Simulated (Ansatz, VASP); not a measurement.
Zn in VASP and in Ansatz

```
CELL_PARAMETERS angstrom
2.58485 0.00000 0.00000
-1.29243 2.23855 0.00000
0.00000 0.00000 4.94670
ATOMIC_POSITIONS crystal
Zn 0.33333 0.66667 0.25000
Zn 0.66667 0.33333 0.75000
```

Change from the starting cell: strain -0.030 along x and y, +0.000 along z, atoms carried along.

Alike in both runs: task single point; functional PBEsol; k mesh 24 × 24 × 10; occupations gaussian, width 0.15 eV; no spin polarisation.

```csv
,VASP,Ansatz
version,VASP 6.6.1,Ansatz 0.2.0
potentials or method,"VASP PAW PBE potentials, release 64 (Zn), cutoff 520 eV","scalar-relativistic, plane waves, PAW"
valence electrons in the cell,24,24
```

Ansatz gave:

* gap on the k mesh at the Fermi level (eV): none
* pressure (GPa): 0.1
* traceless stress, the component that is largest in VASP (GPa): -0.93

Task: Which values does VASP return?

Result: gap on the k mesh at the Fermi level (eV): none; pressure (GPa): 1.0; traceless stress, the component that is largest in VASP (GPa): -1.12.

VASP's potentials were made for PBE, not for PBEsol. A gap of «none» marks a metal or a gap that the smearing closes.
